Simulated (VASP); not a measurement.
# Re (Fm-3m) in VASP: further runs

Runs on Re. Level: revPBE. Tasks: single point.

Program: VASP 6.6.1. These are calculated values, not measurements. Logs are shortened: lines on timing, memory, paths and dates and some standing lists are left out, and cuts for length are marked.

**1. The cell of the first run**

Symmetry: Fm-3m, No. 225, cubic system. The conventional cell has a = 3.925 Å, b = 3.925 Å, c = 3.925 Å, α = 90.00°, β = 90.00°, γ = 90.00°. Re (site symmetry m-3m) has 12 Re at 2.78 Å within 3.7 Å.

**2. Single point, revPBE**

Contents of INCAR:

```
ALGO = Normal ; EDIFF = 1E-7
ENCUT = 520 ; GGA = RE
ISIF = 2 ; ISMEAR = -1
LASPH = True ; LCHARG = False
LREAL = False ; LWAVE = False
NBANDS = 10 ; NELM = 60
PREC = Accurate ; SIGMA = 0.1
```

Contents of KPOINTS:

```
k-points
0
Gamma
  14 14 14
```

Contents of POSCAR:

```
Re
1.0
    0.0000000000      1.9626760971      1.9626760971
    1.9626760971      0.0000000000      1.9626760971
    1.9626760971      1.9626760971      0.0000000000
Re
1
Direct
    0.0000000000      0.0000000000      0.0000000000
```

Potentials or basis: VASP PAW PBE potentials, release 64 (Re).

Launch:

```
$ cat potpaw_PBE.64/Re/POTCAR > POTCAR
$ mpirun -np 1 vasp_std > vasp.out
```

OUTCAR:

```text
EDIFF = 1E-7
   ENCUT = 520
   GGA = RE
   ISIF = 2
   ISMEAR = -1
   LASPH = True
   LREAL = False
   NELM = 60
   PREC = Accurate

 ion  position               nearest neighbor table
   1  0.000  0.000  0.000-

  LATTYP: Found a face centered cubic cell.
 ALAT       =     3.9253521942

  Lattice vectors:

 A1 = (   0.0000000000,   1.9626760971,   1.9626760971)
 A2 = (   1.9626760971,   0.0000000000,   1.9626760971)
 A3 = (   1.9626760971,   1.9626760971,   0.0000000000)

Analysis of symmetry for initial positions (statically):
=====================================================================
 Subroutine PRICEL returns:
 Original cell was already a primitive cell.

 Routine SETGRP: Setting up the symmetry group for a
 face centered cubic supercell.

 Subroutine GETGRP returns: Found 48 space group operations
 (whereof 48 operations were pure point group operations)
 out of a pool of 48 trial point group operations.

The static configuration has the point symmetry O_h .

Analysis of symmetry for dynamics (positions and initial velocities):
=====================================================================
 Subroutine PRICEL returns:
 Original cell was already a primitive cell.

 Routine SETGRP: Setting up the symmetry group for a
 face centered cubic supercell.

 Subroutine GETGRP returns: Found 48 space group operations
 (whereof 48 operations were pure point group operations)
 out of a pool of 48 trial point group operations.

The dynamic configuration has the point symmetry O_h .

 Subroutine INISYM returns: Found 48 space group operations
 (whereof 48 operations are pure point group operations),
 and found     1 'primitive' translations

----------------------------------------------------------------------------------------

                                     Primitive cell

  volume of cell :      15.1208

  direct lattice vectors                    reciprocal lattice vectors
     0.000000000  1.962676097  1.962676097    -0.254754211  0.254754211  0.254754211
     1.962676097  0.000000000  1.962676097     0.254754211 -0.254754211  0.254754211
     1.962676097  1.962676097  0.000000000     0.254754211  0.254754211 -0.254754211

  length of vectors
     2.775643155  2.775643155  2.775643155     0.441247236  0.441247236  0.441247236

  position of ions in fractional coordinates (direct lattice)
     0.000000000  0.000000000  0.000000000

  ion indices of the primitive-cell ions
   primitive index   ion index
                 1           1

[... 72 lines left out ...]
   LREAL  =      F    real-space projection
   EDIFFG = 0.1E-05   stopping-criterion for IOM
   NSW    =      0    number of steps for IOM
   IBRION =     -1    ionic relax: 0-MD 1-quasi-New 2-CG
   NFREE  =      0    steps in history (QN), initial steepest desc. (CG)
   ISIF   =      2    stress and relaxation
   ISYM   =      2    0-nonsym 1-usesym 2-fastsym
   POTIM  = 0.5000    time-step for ionic-motion
   TEBEG  =    0.0;   TEEND  =   0.0 temperature during run
   PSTRESS=    0.0 pullay stress
   NELECT =       7.0000    total number of electrons
   NUPDOWN=      -1.0000    fix difference up-down
   EMIN   =  10.00;   EMAX   =-10.00  energy-range for DOS
   EFERMI =   0.00;   METHOD = LEGACY
   ISMEAR =    -1;   SIGMA  =   0.10  broadening in eV -4-tet -1-fermi 0-gaus
   EFERMI_NEDOS =   21; number of points for ismear=-14 and -15
   IALGO  =     38    algorithm
   IMIX   =      4    mixing-type and parameters
     AMIX     =   0.40;   BMIX     =  1.00
     AMIX_MAG =   1.60;   BMIX_MAG =  1.00
  volume/ion in A,a.u.               =      15.12       102.04
  Fermi-wavevector in a.u.,A,eV,Ry     =   1.266433  2.393211 21.821738  1.603852
  Thomas-Fermi vector in A             =   2.399634
   LORBIT       =      0    0 simple, 1 ext, 2 COOP (PROOUT), +10 PAW based schemes
   GGA     = RE    functional components
   LHFCALC =     F    Hartree Fock is set to
   AEXX    =    0.0000 exact exchange contribution
   IVDW    =     0    specifies the selected vdW correction
   LEPSILON=     F    determine dielectric tensor
   LRPA    =     F    only Hartree local field effects (RPA)
 non-spin polarized calculation
  energy-cutoff  :      520.00
  volume of cell :       15.12
 maximum number of plane-waves:       420
 NGX is ok and might be reduce to    24
   NGX = 11   NGY = 11   NGZ = 11

 number of electron       7.0000000 magnetization

 Free energy of the ion-electron system (eV)
  ---------------------------------------------------
  ext. energy  EPLUGINS =         0.00000000
  ---------------------------------------------------
  free energy    TOTEN  =       -11.89042030 eV

  energy without entropy =      -11.85741958  energy(sigma->0) =      -11.87391994

 E-fermi :   7.8762     XC(G=0): -13.5606

 val. band max:        7.8545573027   @ k =  -0.4286   0.4286   0.0714
 cond. band min:       7.8957602976   @ k =  -0.1429   0.1429   0.0000
 fundamental gap:      0.0412029949
 Fermi energy:         7.8762329760

 k-point     1 :       0.0000    0.0000    0.0000
  band No.  band energies     occupation
      1      -2.0632      2.00000
      2       6.0343      2.00000
      3       6.0343      2.00000
      4       6.0343      2.00000
      5       9.0967      0.00001
      6       9.0967      0.00001
      7      21.7236      0.00000
      8      27.2416      0.00000
      9      27.2416      0.00000
     10      43.5467      0.00000
[... 287 lines left out ...]
 k-point    24 :       0.2857    0.1429    0.0000
  band No.  band energies     occupation
      1       0.7267      2.00000
      2       4.4020      2.00000
      3       6.3113      2.00000
      4       7.2331      1.99679
      5       8.6556      0.00082
      6      10.1645      0.00000
      7      23.0864      0.00000
      8      26.1674      0.00000
      9      28.3727      0.00000
     10      28.9356      0.00000

 [... further k-points ...]
[... 5 lines left out ...]
  --------------------------------------------------------------------------------------
  -------------------------------------------------------------------------------------
  Total       -0.0652663     -0.0652663     -0.0652663     -0.0000000     -0.0000000      0.0000000
  in kB       -6.9155060     -6.9155060     -6.9155060     -0.0000000     -0.0000000      0.0000000
  external PRESSURE =      -6.9155060 kB  Pullay stress =       0.0000000 kB

 VOLUME and BASIS-vectors are now :
 -----------------------------------------------------------------------------
  energy-cutoff  :      520.00
  volume of cell :       15.12
      direct lattice vectors                 reciprocal lattice vectors
     0.000000000  1.962676097  1.962676097    -0.254754211  0.254754211  0.254754211
     1.962676097  0.000000000  1.962676097     0.254754211 -0.254754211  0.254754211
     1.962676097  1.962676097  0.000000000     0.254754211  0.254754211 -0.254754211

 POSITION                                       TOTAL-FORCE (eV/Angst)
 -----------------------------------------------------------------------------------
      0.00000      0.00000      0.00000         0.000000      0.000000     -0.000000
 -----------------------------------------------------------------------------------
    total drift:                               -0.000000      0.000000      0.000000

  FREE ENERGIE OF THE ION-ELECTRON SYSTEM (eV)
  ---------------------------------------------------
  free  energy   TOTEN  =       -11.8904202979 eV

  energy  without entropy=      -11.8574195785  energy(sigma->0) =      -11.87391994
```

OSZICAR:

```text
N       E                     dE             d eps       ncg     rms          rms(c)
DAV:   1     0.660079884104E+01    0.66008E+01   -0.34255E+03  3292   0.774E+02
DAV:   2    -0.122020230938E+02   -0.18803E+02   -0.17423E+02  3234   0.164E+02
DAV:   3    -0.125795007727E+02   -0.37748E+00   -0.36894E+00  3430   0.377E+01
DAV:   4    -0.125811039221E+02   -0.16031E-02   -0.16008E-02  3308   0.119E+00
DAV:   5    -0.125811067158E+02   -0.27937E-05   -0.27938E-05  3046   0.294E-02    0.269E+01
DAV:   6    -0.120736094294E+02    0.50750E+00   -0.42013E-01  3280   0.171E+01    0.108E+01
DAV:   7    -0.118961110427E+02    0.17750E+00   -0.33310E-01  3302   0.146E+01    0.887E-01
DAV:   8    -0.118907916606E+02    0.53194E-02   -0.28417E-03  3036   0.394E-01    0.991E-02
DAV:   9    -0.118904098916E+02    0.38177E-03   -0.41275E-04  3234   0.242E-01    0.200E-02
DAV:  10    -0.118904201292E+02   -0.10238E-04   -0.16162E-05  2696   0.331E-02    0.257E-03
DAV:  11    -0.118904205844E+02   -0.45517E-06   -0.31671E-07  2522   0.109E-02    0.178E-03
DAV:  12    -0.118904203183E+02    0.26613E-06   -0.53748E-08  1730   0.721E-03    0.251E-04
DAV:  13    -0.118904202979E+02    0.20380E-07   -0.52369E-09  1344   0.725E-04
   1 F= -.11890420E+02 E0= -.11873920E+02  d E =-.330007E-01
```

Wall time 30 s (1 thread of AMD EPYC 7R13, shared host); peak memory 0.12 GiB.

What came out:

```yaml
Free_energy: -11.8904 eV
Pressure: -0.7 GPa
```

Caveat: the PAW data sets were made with another functional, which shifts forces and pressure a little; spin-orbit coupling is left out, which moves the levels of the heavy elements.

**3. Single point, revPBE (volume scaled by 0.88)**

Contents of INCAR:

```
SYSTEM = Re
ALGO     = Normal         ! electronic algorithm
EDIFF    = 1E-7           ! SCF threshold, eV
ENCUT    = 520            ! plane-wave cutoff, eV
GGA      = RE             ! functional
ISIF     = 2              ! what is computed and relaxed
ISMEAR   = -1             ! smearing method
LASPH    = .TRUE.         ! aspherical terms in the spheres
LCHARG   = .TRUE.         ! write CHGCAR
LELF     = .TRUE.         ! ELF
LREAL    = .FALSE.        ! projectors in reciprocal space
LVHAR    = .TRUE.       
LWAVE    = .FALSE.        ! write WAVECAR
NBANDS   = 10             ! bands
NELM     = 100            ! most SCF steps
PREC     = Accurate       ! precision mode
SIGMA    = 0.1            ! smearing width, eV
```

Contents of KPOINTS:

```
k-points
0
G
  16 16 16
  0 0 0
```

Contents of POSCAR:

```
Re
1.0
    0.0000000000      1.8808010449      1.8808010449
    1.8808010449      0.0000000000      1.8808010449
    1.8808010449      1.8808010449      0.0000000000
Re
1
Direct
    0.0000000000      0.0000000000      0.0000000000
```

Potentials or basis: VASP PAW PBE potentials, release 64 (Re).

Launch:

```
$ cat potpaw_PBE.64/Re/POTCAR > POTCAR
$ mpirun -np 1 vasp_std > vasp.out
```

It took 23 s on 1 thread of AMD EPYC 7R13, shared host; peak memory 0.11 GiB.

Results (log left out):

| Quantity | Value |
| --- | --- |
| Free energy | -11.5957 eV |
| Pressure | 60.6 GPa |

Levels at points of the mesh, in eV from the Fermi level:
| k point | band 1 | band 2 | band 3 | band 4 | band 5 | band 6 | band 7 | band 8 | band 9 |
| --- | --- | --- | --- | --- | --- | --- | --- | --- | --- |
| (0.00, 0.00, 0.00) | -10.85 | -2.23 | -2.23 | -2.23 | 1.48 | 1.48 | 13.93 | 20.20 | 20.20 |
| (0.50, 0.00, 0.00) | -7.67 | -2.49 | -2.49 | 0.43 | 4.46 | 4.46 | 11.58 | 13.46 | 21.32 |
| (0.50, 0.50, 0.00) | -7.80 | -6.86 | 3.32 | 4.42 | 5.35 | 5.35 | 13.15 | 13.15 | 15.08 |

Caveat: the PAW data sets were made with another functional, which shifts forces and pressure a little; spin-orbit coupling is left out, which moves the levels of the heavy elements.

(Part 1 of 2 ends here.)
